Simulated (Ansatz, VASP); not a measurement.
AsSe3 in VASP and in Ansatz

```
As Se
1.0
     0.00000    3.42462    3.42462
     3.42462    0.00000    3.42462
     3.42462    3.42462    0.00000
As Se
1 3
Cartesian
  0.0000 0.0000 0.0000
  1.7123 1.7123 1.7123
  5.1369 5.1369 5.1369
  3.4246 3.4246 3.4246
```

Change from the starting cell: species swapped into the Rb3Cd type (Fm-3m, No. 225).

Alike in both runs: functional PBE; k mesh 12 × 12 × 12; occupations gaussian, width 0.1 eV; no spin polarisation.

Ansatz relaxed the structure, and its values are those at the end. VASP's run is a single point on that final structure, the one shown.

```csv
,VASP,Ansatz
version,VASP 6.6.1,Ansatz 0.2.0
potentials or method,"VASP PAW PBE potentials, release 64 (As, Se), cutoff 520 eV","scalar-relativistic, plane waves, PAW"
valence electrons in the cell,23,63
```

```csv
,VASP,Ansatz,Ansatz less VASP
gap on the k mesh at the Fermi level (eV),none,none,-
pressure (GPa),0.0,0.0,0.00
```

A gap of «none» marks a metal or a gap that the smearing closes. VASP's potentials hold 23 valence electrons a cell and Ansatz's 63, so a difference there can come from the potentials and not from the codes.
